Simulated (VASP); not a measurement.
Wanted: the native input for a VASP 6.6.1 run.

- Task: relaxation of volume and atoms at fixed shape
- Functional: PBEsol
- Potentials or basis: VASP PAW PBE potentials, release 64 (Tc_pv, Li_sv)
- Cutoff: 600 eV
- k mesh: 7 × 7 × 7
- Occupations: gaussian, width 0.1 eV
- Spin: no spin polarisation
- Dipole correction: no
- Further INCAR settings: ALGO = Normal; EDIFF = 1e-06; IBRION = 2; EDIFFG = -0.03; NSW = 80; ISIF = 8

The structure of LiTc lies in POSCAR:

```
LiTc
1.0
    3.2850000000      0.0000000000      0.0000000000
    0.0000000000      3.2850000000      0.0000000000
    0.0000000000      0.0000000000      3.2850000000
Tc Li
1 1
Direct
    0.0000000000      0.0000000000      0.0000000000
    0.5000000000      0.5000000000      0.5000000000
```

These files were run (other wordings do the same):

INCAR

```
  PREC = Accurate
  ENCUT = 600
  EDIFF = 1E-6
  ISMEAR = 0
  SIGMA = 0.1
  LREAL = F
  LASPH = T
  NELM = 60
  ALGO = Normal
  ISIF = 8
  LWAVE = F
  LCHARG = F
  GGA = PS
  IBRION = 2
  NSW = 80
  EDIFFG = -0.03
```

KPOINTS

```
regular mesh
0
Gamma
  7 7 7
```

Potentials or basis: VASP PAW PBE potentials, release 64 (Tc_pv, Li_sv).

Run with:

```sh
$ cat potpaw_PBE.64/Tc_pv/POTCAR potpaw_PBE.64/Li_sv/POTCAR > POTCAR
$ mpirun -np 1 vasp_std > vasp.out
```

It gave:

```yaml
Relaxed_volume: 11.98 Å³/atom
Relaxed_cell: a = 2.883 Å, b = 2.883 Å, c = 2.883 Å, α = 90.00°, β = 90.00°, γ = 90.00°
Space_group_after_relaxing_to_0.05_Å: Pm-3m (No. 221)
Energy_gained_by_relaxing: 562.6 meV/atom
Ionic_steps: 3
Pressure_after_relaxing: -0.2 GPa
Band_gap_on_the_k_mesh: zero (band 8 reaches 10.74 eV, above the bottom of band 9 at 8.16 eV)
```

Caveat: the cutoff is under 1.25 times the usual one of these potentials, so pressure, stress and relaxed cells hold a basis-set (Pulay) error; the volume moved by over 15 % at a fixed basis, so the end points are rough; the PAW data sets were made with another functional, which shifts forces and pressure a little.

It took 25 s on 1 thread of Intel Xeon 6975P-C, on a shared host, peak memory 0.17 GiB.
